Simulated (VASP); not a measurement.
Here is a VASP 6.6.1 calculation.

File INCAR:

```
SYSTEM = InAs
  PREC = Accurate
  ENCUT = 600
  EDIFF = 1E-7
  ISMEAR = -1
  SIGMA = 0.08
  LREAL = .False.
  LASPH = .True.
  NELM = 100
  ALGO = Normal
  ISIF = 3
  LWAVE = .False.
  LCHARG = .False.
  GGA = PS
  IBRION = 2
  NSW = 100
  EDIFFG = -0.002
  PSTRESS = 20.0
```

Contents of KPOINTS:

```
regular mesh
0
Gamma
  14 14 14
  0 0 0
```

Contents of POSCAR:

```
InAs
1.0
    0.0000000000      3.0438735453      3.0438735453
    3.0438735453      0.0000000000      3.0438735453
    3.0438735453      3.0438735453      0.0000000000
In As
1 1
Direct
    0.0000000000      0.0000000000      0.0000000000
    0.7500000000      0.7500000000      0.7500000000
```

Potentials or basis: VASP PAW PBE potentials, release 64 (In_d, As).

The run is started by

```console
$ cat potpaw_PBE.64/In_d/POTCAR potpaw_PBE.64/As/POTCAR > POTCAR
$ mpirun -np 1 vasp_std > vasp.out
```

Task: What does it give for the space group after relaxing (to 0.1 Å)?

Result: F-43m (No. 216).

Task: Estimate the band gap on the k mesh.

Result: Zero (filled and empty bands touch).

Task: Predict the relaxed volume.

Result: 27.33 Å³/atom.

Step by step:
```csv
step,energy change (eV),largest force (eV/Å),pressure (GPa),volume (Å³)
1,0.0000,0.0000,0.09,56.40
2,0.0264,0.0000,3.19,53.70
3,0.0111,0.0000,1.99,54.65
```

Caveat: the cell is relaxed towards a set pressure, so the run minimises the enthalpy, not the energy; semilocal functionals underestimate gaps, so a narrow gap can read as zero; the PAW data sets were made with another functional, which shifts forces and pressure a little; spin-orbit coupling is left out, which moves the levels of the heavy elements.
